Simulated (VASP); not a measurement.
Hg, 2 atoms in the cell. Symmetry: P6_3/mmc, No. 194, hexagonal system. The conventional cell has a = 3.454 Å, b = 3.454 Å, c = 5.463 Å, α = 90.00°, β = 90.00°, γ = 120.00°. Hg (site symmetry -6m2) has 12 Hg at 3.38 to 3.45 Å within 4.4 Å. 

```yaml
Program: VASP 6.6.1
Task: relaxation of cell and atoms
Functional: r2SCAN
Potentials_or_basis: VASP PAW PBE potentials, release 64 (Hg)
Cutoff: 600 eV
k_mesh: 12 × 12 × 6
Occupations: gaussian, width 0.1 eV
Spin: no spin polarisation
Dipole_correction: no
Further_INCAR_settings: ALGO = Normal; EDIFF = 1e-06; IBRION = 2; EDIFFG = -0.02; NSW = 90; ISIF = 3
```

Potentials or basis: VASP PAW PBE potentials, release 64 (Hg).

Launch:

```sh
$ cat potpaw_PBE.64/Hg/POTCAR > POTCAR
$ cp INCAR.step1 INCAR
$ mpirun -np 1 vasp_std > vasp.out
$ cp INCAR.step2 INCAR
$ mpirun -np 1 vasp_std > vasp.out
```

Hardware: 1 thread of Intel Xeon 8259CL, with other jobs on the host.

How long does it take, and how much memory?

Wall time 11 min on 1 thread of Intel Xeon 8259CL, with other jobs on the host, peak memory 0.26 GiB. Counts: k points 76, ion steps 2.
